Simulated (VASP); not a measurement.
Input of a VASP 6.6.1 run:

INCAR

```
PREC = Accurate
ENCUT = 520
EDIFF = 1E-6
ISMEAR = -1
SIGMA = 0.05
LREAL = False
LASPH = True
NELM = 80
ALGO = Normal
ISIF = 2
LWAVE = False
LCHARG = False
GGA = RE
IVDW = 13
NBANDS = 11
```

KPOINTS

```
Automatic mesh
0
Gamma
  13 13 13
```

File POSCAR:

```
BN
1.0
    0.0000000000      1.7974620630      1.7974620630
    1.7974620630      0.0000000000      1.7974620630
    1.7974620630      1.7974620630      0.0000000000
N B
1 1
Direct
    0.2500000000      0.2500000000      0.2500000000
    0.0000000000      0.0000000000      0.0000000000
```

Potentials or basis: VASP PAW PBE potentials, release 64 (N, B).

Run with:

```bash
$ cat potpaw_PBE.64/N/POTCAR potpaw_PBE.64/B/POTCAR > POTCAR
$ mpirun -np 1 vasp_std > vasp.out
```

Predict the dispersion energy per atom.

-0.561 eV.

Estimate the band gap on the k mesh.

4.57 eV, indirect (least direct gap 8.94 eV).

Estimate the pressure.

0.3 GPa.

Caveat: the PAW data sets were made with another functional, which shifts forces and pressure a little. A k mesh can miss the band edges.
